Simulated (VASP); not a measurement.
# WS2 (Cm) in VASP: single point with PBEsol+D3(BJ)

Aim: the single point of WS2 with PBEsol+D3(BJ).

Program: VASP 6.6.1. These are calculated values, not measurements. Logs are shortened: lines on timing, memory, paths and dates and some standing lists are left out, and cuts for length are marked.

**1. The cell of the first run**

The structure is monoclinic, space group Cm (No. 8). The conventional cell has a = 10.809 Å, b = 6.241 Å, c = 6.863 Å, α = 90.00°, β = 121.67°, γ = 90.00°. W (site symmetry m) has 6 S at 2.39 Å and 6 W at 3.12 Å within 3.2 Å. Within 3.2 Å of W (site symmetry m) lie 6 S at 2.39 to 2.54 Å and 6 W at 3.12 Å. W (site symmetry 1) has 6 S at 2.39 to 2.42 Å and 6 W at 3.12 Å within 3.2 Å. S (site symmetry m) has 3 W at 2.39 Å and 10 S at 3.12 to 3.25 Å within 3.3 Å. Within 3.3 Å of S (site symmetry m) lie 3 W at 2.39 Å and 10 S at 3.12 to 3.25 Å. S (site symmetry 1) has 3 W at 2.39 Å and 10 S at 3.12 to 3.25 Å within 3.3 Å. Within 3.3 Å of S (site symmetry m) lie 3 W at 2.42 to 2.54 Å and 10 S at 3.02 to 3.24 Å. S (site symmetry m) has 3 W at 2.39 Å and 10 S at 3.12 to 3.25 Å within 3.3 Å.

**2. Single point, PBEsol+D3(BJ) (atom 9 (S) moved -0.150 Å towards its neighbour atom 2 (W) at 2.389 Å)**

INCAR reads:

```
PREC = Accurate ; ENCUT = 520
EDIFF = 1E-6 ; ISMEAR = 0
SIGMA = 0.05 ; LREAL = False
LASPH = True ; NELM = 100
ALGO = Normal ; ISIF = 2
LWAVE = False ; LCHARG = True
GGA = PS ; IVDW = 12
LELF = True ; LVHAR = True
NBANDS = 64
```

KPOINTS reads:

```
regular mesh
0
Gamma
  6 6 6
```

POSCAR reads:

```
WS2
1.0
   -6.2407890192      0.0000000000      0.0000000000
   -3.1203945096      5.4046818303      0.0000000000
   -3.1203945096      1.8015606101     -5.8413921014
W S
4 8
Direct
    0.4993606434      0.9993606434      0.0019180698
    0.4993606434      0.4993606434      0.0019180698
    0.9993606434      0.9993606434      0.0019180698
    0.9993606434      0.4993606434      0.0019180698
    0.2554860797      0.7554860797      0.7335417609
    0.2554860797      0.2554860797      0.7335417609
    0.7554860797      0.7554860797      0.7335417609
    0.7554860797      0.2554860797      0.7335417609
    0.0499051952      0.5812927800      0.2875092447
    0.0764532769      0.0764532769      0.2706401693
    0.5764532769      0.5764532769      0.2706401693
    0.5764532769      0.0764532769      0.2706401693
```

Potentials or basis: VASP PAW PBE potentials, release 64 (W_sv, S).

On the command line:

```console
> cat potpaw_PBE.64/W_sv/POTCAR potpaw_PBE.64/S/POTCAR > POTCAR
> mpirun -np 1 vasp_std > vasp.out
```

OUTCAR:

```text
PREC = Accurate
   ENCUT = 520
   EDIFF = 1E-6
   ISMEAR = 0
   LREAL = False
   LASPH = True
   NELM = 100
   ISIF = 2
   GGA = PS
   IVDW = 12
 IVDW          = 12

 ion  position               nearest neighbor table
   1  0.499  0.999  0.002-   8 2.39   6 2.39   7 2.39  12 2.39  10 2.39  11 2.39   3 3.12   3 3.12
                             2 3.12   4 3.12   2 3.12   4 3.12
   2  0.499  0.499  0.002-   7 2.39   5 2.39   8 2.39  11 2.39  12 2.39   9 2.54   4 3.12   4 3.12
                             1 3.12   3 3.12   3 3.12   1 3.12
   3  0.999  0.999  0.002-   6 2.39   8 2.39   5 2.39  10 2.39  12 2.39   9 2.42   1 3.12   1 3.12
                             2 3.12   4 3.12   4 3.12   2 3.12
   4  0.999  0.499  0.002-   5 2.39   7 2.39   6 2.39  11 2.39  10 2.39   9 2.42   2 3.12   2 3.12
                             1 3.12   3 3.12   1 3.12   3 3.12
   5  0.255  0.755  0.734-   4 2.39   2 2.39   3 2.39
   6  0.255  0.255  0.734-   3 2.39   1 2.39   4 2.39
   7  0.755  0.755  0.734-   2 2.39   4 2.39   1 2.39
   8  0.755  0.255  0.734-   1 2.39   3 2.39   2 2.39
   9  0.050  0.581  0.288-   4 2.42   3 2.42   2 2.54
  10  0.076  0.076  0.271-   3 2.39   1 2.39   4 2.39
  11  0.576  0.576  0.271-   2 2.39   4 2.39   1 2.39
  12  0.576  0.076  0.271-   1 2.39   3 2.39   2 2.39

  LATTYP: Found a trigonal (rhomboedric) cell.
 ALAT       =     6.8632604649
 COS(alpha) =     0.5865832734

  Lattice vectors:

 A1 = (   3.1203945096,   1.8015606101,  -5.8413921014)
 A2 = (   0.0000000000,  -3.6031212202,  -5.8413921014)
 A3 = (  -3.1203945096,   1.8015606101,  -5.8413921014)

Analysis of symmetry for initial positions (statically):
=====================================================================
 Subroutine PRICEL returns:
 Original cell was already a primitive cell.

 Routine SETGRP: Setting up the symmetry group for a
 trigonal (rhombohedral) supercell.

 Subroutine GETGRP returns: Found  2 space group operations
 (whereof  1 operations were pure point group operations)
 out of a pool of 12 trial point group operations.

The static configuration has the point symmetry C_1 .
 The point group associated with its full space group is C_1h.

Analysis of symmetry for dynamics (positions and initial velocities):
=====================================================================
 Subroutine PRICEL returns:
 Original cell was already a primitive cell.

 Routine SETGRP: Setting up the symmetry group for a
 trigonal (rhombohedral) supercell.

 Subroutine GETGRP returns: Found  2 space group operations
 (whereof  1 operations were pure point group operations)
 out of a pool of 12 trial point group operations.

The dynamic configuration has the point symmetry C_1 .
 The point group associated with its full space group is C_1h.

 Subroutine INISYM returns: Found  2 space group operations
 (whereof  1 operations are pure point group operations),
 and found     1 'primitive' translations

----------------------------------------------------------------------------------------

                                     Primitive cell

  volume of cell :     197.0271

  direct lattice vectors                    reciprocal lattice vectors
    -6.240789019  0.000000000  0.000000000    -0.160236149 -0.092512384  0.057064023
    -3.120394510  5.404681830  0.000000000     0.000000000  0.185024768  0.057064023
    -3.120394510  1.801560610 -5.841392101     0.000000000  0.000000000 -0.171192069

  length of vectors
     6.240789019  6.240789019  6.863260465     0.193624553  0.193624553  0.171192069

  position of ions in fractional coordinates (direct lattice)
     0.499360643  0.999360643  0.001918070
     0.499360643  0.499360643  0.001918070
     0.999360643  0.999360643  0.001918070
     0.999360643  0.499360643  0.001918070
     0.255486080  0.755486080  0.733541761
     0.255486080  0.255486080  0.733541761
     0.755486080  0.755486080  0.733541761
     0.755486080  0.255486080  0.733541761
     0.049905195  0.581292780  0.287509245
     0.076453277  0.076453277  0.270640169
     0.576453277  0.576453277  0.270640169
     0.576453277  0.076453277  0.270640169

  ion indices of the primitive-cell ions
   primitive index   ion index
                 1           1
                 2           2
                 3           3
                 4           4
                 5           5
                 6           6
                 7           7
                 8           8
                 9           9
                10          10
                11          11
                12          12

----------------------------------------------------------------------------------------

 KPOINTS: regular mesh

Automatic generation of k-mesh.
 Grid dimensions read from file:
 generate k-points for:    6    6    6

 Generating k-lattice:

  Cartesian coordinates                     Fractional coordinates (reciprocal lattice)
    -0.026706025 -0.015418731  0.009510671     0.166666667  0.000000000 -0.000000000
     0.000000000  0.030837461  0.009510671     0.000000000  0.166666667 -0.000000000
     0.000000000  0.000000000 -0.028532012     0.000000000  0.000000000  0.166666667

  Length of vectors
     0.032270759  0.032270759  0.028532012

  Shift w.r.t. Gamma in fractional coordinates (k-lattice)
     0.000000000  0.000000000  0.000000000

 Subroutine IBZKPT returns following result:
 ===========================================

 Found     68 irreducible k-points:

 Following reciprocal coordinates:
            Coordinates               Weight
  0.000000  0.000000  0.000000      1.000000
  0.166667 -0.000000  0.000000      2.000000
  0.000000  0.166667 -0.000000      4.000000
  0.333333 -0.000000  0.000000      2.000000
  0.000000  0.333333  0.000000      4.000000
  0.500000  0.000000  0.000000      1.000000
[... 16 lines left out ...]
  0.500000  0.333333  0.000000      4.000000
 -0.333333  0.166667 -0.333333      4.000000
 [... further k-points ...]
   k-points           NKPTS =     68   k-points in BZ     NKDIM =     68   number of bands    NBANDS=     64
   number of dos      NEDOS =    301   number of ions     NIONS =     12
   total plane-waves  NPLWV = 124416
   dimension x,y,z NGX =    48 NGY =   48 NGZ =   54
   dimension x,y,z NGXF=    96 NGYF=   96 NGZF=  108
   ions per type =               4   8
   NGX,Y,Z   is equivalent  to a cutoff of  12.79, 12.79, 13.08 a.u.
   NGXF,Y,Z  is equivalent  to a cutoff of  25.57, 25.57, 26.16 a.u.
 SYSTEM =  unknown system
   PREC   = accura    normal or accurate (medium, high low for compatibility)
   ISTART =      0    job   : 0-new  1-cont  2-samecut
   ICHARG =      2    charge: 1-file 2-atom 10-const
   ISPIN  =      1    spin polarized calculation?
   LNONCOLLINEAR =      F non collinear calculations
   LSORBIT =      F    spin-orbit coupling
   LASPH  =      T    aspherical Exc in radial PAW
   ENCUT  =  520.0 eV  38.22 Ry    6.18 a.u.  11.60 11.60 12.76*2*pi/ulx,y,z
   NELM   =    100;   NELMIN=  2; NELMDL= -5     # of ELM steps
   EDIFF  = 0.1E-05   stopping-criterion for ELM
   LREAL  =      F    real-space projection
   EDIFFG = 0.1E-04   stopping-criterion for IOM
   NSW    =      0    number of steps for IOM
   IBRION =     -1    ionic relax: 0-MD 1-quasi-New 2-CG
   NFREE  =      0    steps in history (QN), initial steepest desc. (CG)
   ISIF   =      2    stress and relaxation
   ISYM   =      2    0-nonsym 1-usesym 2-fastsym
   POTIM  = 0.5000    time-step for ionic-motion
   TEBEG  =    0.0;   TEEND  =   0.0 temperature during run
   PSTRESS=    0.0 pullay stress
   NELECT =     104.0000    total number of electrons
   NUPDOWN=      -1.0000    fix difference up-down
   EMIN   =  10.00;   EMAX   =-10.00  energy-range for DOS
   EFERMI =   0.00;   METHOD = LEGACY
   ISMEAR =     0;   SIGMA  =   0.05  broadening in eV -4-tet -1-fermi 0-gaus
   EFERMI_NEDOS =   21; number of points for ismear=-14 and -15
   IALGO  =     38    algorithm
   IMIX   =      4    mixing-type and parameters
     AMIX     =   0.40;   BMIX     =  1.00
     AMIX_MAG =   1.60;   BMIX_MAG =  1.00
  volume/ion in A,a.u.               =      16.42       110.80
  Fermi-wavevector in a.u.,A,eV,Ry     =   1.323053  2.500208 23.816584  1.750470
  Thomas-Fermi vector in A             =   2.452689
   LORBIT       =      0    0 simple, 1 ext, 2 COOP (PROOUT), +10 PAW based schemes
   GGA     = PS    functional components
   LHFCALC =     F    Hartree Fock is set to
   AEXX    =    0.0000 exact exchange contribution
   IVDW    =    12    specifies the selected vdW correction
   LEPSILON=     F    determine dielectric tensor
   LRPA    =     F    only Hartree local field effects (RPA)
 non-spin polarized calculation
 Gauss-broadening in eV      SIGMA  =   0.05
  energy-cutoff  :      520.00
  volume of cell :      197.03
 maximum number of plane-waves:      5320
 NGX is ok and might be reduce to    48
   NGX = 23   NGY = 23   NGZ = 25

 number of electron     103.9999999 magnetization

 Free energy of the ion-electron system (eV)
  ---------------------------------------------------
  ext. energy  EPLUGINS =         0.00000000
  ---------------------------------------------------
  free energy    TOTEN  =      -100.72122635 eV

  energy without entropy =     -100.72122635  energy(sigma->0) =     -100.72122635

 E-fermi :   8.8346     XC(G=0): -11.6271

 val. band max:        8.5876663285   @ k =   0.0000   0.0000   0.5000
 cond. band min:       9.2637669255   @ k =  -0.3333   0.3333  -0.0000
 fundamental gap:      0.6761005970
 Fermi energy:         8.8346182952

 k-point     1 :       0.0000    0.0000    0.0000
  band No.  band energies     occupation
      1     -66.1396      2.00000
      2     -66.1125      2.00000
      3     -66.1023      2.00000
      4     -66.0885      2.00000
      5     -30.6163      2.00000
      6     -30.6137      2.00000
[... 56 lines left out ...]
     63      11.6815      0.00000
     64      11.7375      0.00000

 k-point     2 :       0.1667   -0.0000    0.0000
  band No.  band energies     occupation
      1     -66.1389      2.00000
      2     -66.1127      2.00000
      3     -66.1023      2.00000
      4     -66.0890      2.00000
      5     -30.6016      2.00000
      6     -30.5952      2.00000
[... 56 lines left out ...]
     63      11.6204      0.00000
     64      11.8499      0.00000

 k-point     3 :       0.0000    0.1667   -0.0000
  band No.  band energies     occupation
      1     -66.1390      2.00000
      2     -66.1121      2.00000
      3     -66.1030      2.00000
      4     -66.0887      2.00000
      5     -30.5994      2.00000
      6     -30.5951      2.00000
[... 1396 lines left out ...]
     63      11.3690      0.00000
     64      11.4663      0.00000

 k-point    24 :      -0.3333    0.1667   -0.3333
  band No.  band energies     occupation
      1     -66.1367      2.00000
      2     -66.1127      2.00000
      3     -66.1033      2.00000
      4     -66.0902      2.00000
      5     -30.5428      2.00000
      6     -30.5129      2.00000
[... 56 lines left out ...]
     63      11.3552      0.00000
     64      11.4462      0.00000

 [... further k-points ...]

------------------------ aborting loop because EDIFF is reached ----------------------------------------

 Edisp (eV)   -5.01766

 E8    (eV) :    -3.2565

  FORCE on cell =-STRESS in cart. coord.  units (eV):
  Direction    XX          YY          ZZ          XY          YZ          ZX
  --------------------------------------------------------------------------------------
  -------------------------------------------------------------------------------------
  Total      -0.85469    -0.59903    -2.36771    -0.22140     0.67881     1.17574
  in kB      -6.95011    -4.87119   -19.25368    -1.80040     5.51994     9.56082
  external pressure =      -10.36 kB  Pullay stress =        0.00 kB

 VOLUME and BASIS-vectors are now :
 -----------------------------------------------------------------------------
  energy-cutoff  :      520.00
  volume of cell :      197.03
      direct lattice vectors                 reciprocal lattice vectors
    -6.240789019  0.000000000  0.000000000    -0.160236149 -0.092512384  0.057064023
    -3.120394510  5.404681830  0.000000000     0.000000000  0.185024768  0.057064023
    -3.120394510  1.801560610 -5.841392101     0.000000000  0.000000000 -0.171192069

 POSITION                                       TOTAL-FORCE (eV/Angst)
 -----------------------------------------------------------------------------------
     -6.24079      5.40468     -0.01120        -0.007502     -0.004331     -0.102471
     -4.68059      2.70234     -0.01120         0.684107      0.394969     -0.662548
     -9.36118      5.40468     -0.01120         0.139142     -0.074124     -0.298630
     -7.80099      2.70234     -0.01120         0.005378      0.157562     -0.298630
     -6.24079      5.40468     -4.28491        -0.023827     -0.013757     -0.143588
     -4.68059      2.70234     -4.28491        -0.015848     -0.009150      0.058351
     -9.36118      5.40468     -4.28491         0.021782     -0.007944     -0.042843
     -7.80099      2.70234     -4.28491         0.004012      0.022836     -0.042843
     -3.02245      3.65967     -1.67945        -1.026653     -0.592738      1.400714
     -1.56020      0.90078     -1.58092        -0.010898     -0.006292      0.036051
     -6.24079      3.60312     -1.58092         0.164884     -0.019651      0.048218
     -4.68059      0.90078     -1.58092         0.065423      0.152620      0.048218
 -----------------------------------------------------------------------------------
    total drift:                               -0.000045     -0.000015     -0.000050

  FREE ENERGIE OF THE ION-ELECTRON SYSTEM (eV)
  ---------------------------------------------------
  free  energy   TOTEN  =      -105.7388889684 eV

  energy  without entropy=     -105.7388889684  energy(sigma->0) =     -105.73888897
```

It took 9.8 min on 1 thread of Intel Xeon 6975P-C (Granite Rapids), shared host; peak memory 0.74 GiB.

Results:

```
Free energy                : -105.7389 eV
Pressure                   : -1.0 GPa
Largest force              : 1.835 eV/Å
Band gap on the k mesh     : 0.68 eV
Dispersion energy per atom : -0.418 eV
```

Forces on the atoms (eV/Å):
```
W   -0.008 -0.004 -0.102
W    0.684  0.395 -0.663
W    0.139 -0.074 -0.299
W    0.005  0.158 -0.299
S   -0.024 -0.014 -0.144
S   -0.016 -0.009  0.058
S    0.022 -0.008 -0.043
S    0.004  0.023 -0.043
S   -1.027 -0.593  1.401
S   -0.011 -0.006  0.036
S    0.165 -0.020  0.048
S    0.065  0.153  0.048
```

Caveat: the cell differs from its parent crystal (atom 9 (S) moved -0.150 Å towards its neighbour atom 2 (W) at 2.389 Å); the PAW data sets were made with another functional, which shifts forces and pressure a little; spin-orbit coupling is left out, which moves the levels of the heavy elements. A k mesh can miss the band edges.
